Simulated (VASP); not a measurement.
Write the native input for VASP 6.6.1 that does the following.

```
Task                   : single point
Functional             : PBE
Potentials or basis    : VASP PAW PBE potentials, release 64 (Sr_sv)
Cutoff                 : 520 eV
k mesh                 : 4 × 4 × 4, shifted
Occupations            : fermi-dirac, width 0.033 eV
Spin                   : no spin polarisation
Dipole correction      : no
Further INCAR settings : ALGO = Fast; EDIFF = 1e-06; NBANDS = 11
```

The structure of Sr lies in POSCAR:

```
Sr
1.0
   -2.5183596394      2.5183596394      2.5183596394
    2.5183596394     -2.5183596394      2.5183596394
    2.5183596394      2.5183596394     -2.5183596394
Sr
1
Direct
    0.0000000000      0.0000000000      0.0000000000
```

One way to write it, as run:

INCAR

```
PREC = Accurate
ENCUT = 520
EDIFF = 1E-6
ISMEAR = -1
SIGMA = 0.033
LREAL = False
LASPH = True
NELM = 80
ALGO = Fast
ISIF = 2
LWAVE = False
LCHARG = True
GGA = PE
LELF = True
LVHAR = True
NBANDS = 11
```

KPOINTS

```
Automatic mesh
0
Gamma
  4 4 4
  0.5 0.5 0.5
```

Potentials or basis: VASP PAW PBE potentials, release 64 (Sr_sv).

Command:

```sh
$ cat potpaw_PBE.64/Sr_sv/POTCAR > POTCAR
$ mpirun -np 1 vasp_std > vasp.out
```

It gave:

| Quantity | Value |
| --- | --- |
| Pressure | -1.4 GPa |
| Band gap on the k mesh | zero (band 5 reaches 1.26 eV, above the bottom of band 6 at 1.19 eV) |

Caveat: the k points lie up to 0.44 Å⁻¹ apart.

It took 2.9 s on 1 thread of Intel(R) Xeon(R) 6975P-C (Granite Rapids) (shared host), peak memory 0.16 GiB.
